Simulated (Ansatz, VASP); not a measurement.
MgS: VASP beside Ansatz

```
Mg S
1.0
     0.00000    2.58844    2.58844
     2.58844    0.00000    2.58844
     2.58844    2.58844    0.00000
Mg S
1 1
Direct
  0.00000 0.00000 0.00000
  0.50000 0.50000 0.50000
```

Alike in both runs: task single point; functional PBE; k mesh 8 × 8 × 8; occupations gaussian, width 0.02 eV; no spin polarisation.

|  | VASP | Ansatz |
| --- | --- | --- |
| version | VASP 6.6.1 | Ansatz 0.2.0 |
| potentials or method | VASP PAW PBE potentials, release 64 (Mg, S), cutoff 520 eV | scalar-relativistic, plane waves, PAW |
| valence electrons in the cell | 8 | 16 |

Ansatz gave:

- gap on the k mesh at the Fermi level (eV): 2.82
- least direct gap on the mesh (eV): 3.84
- pressure (GPa): 2.4

Problem. What did VASP give for the same quantities?

Solution. gap on the k mesh at the Fermi level (eV): 2.81; least direct gap on the mesh (eV): 3.83; pressure (GPa): 2.1.

With one functional, cell and mesh, what is left measures potentials, basis and numerics. VASP's potentials hold 8 valence electrons a cell and Ansatz's 16, so a difference there can come from the potentials and not from the codes.
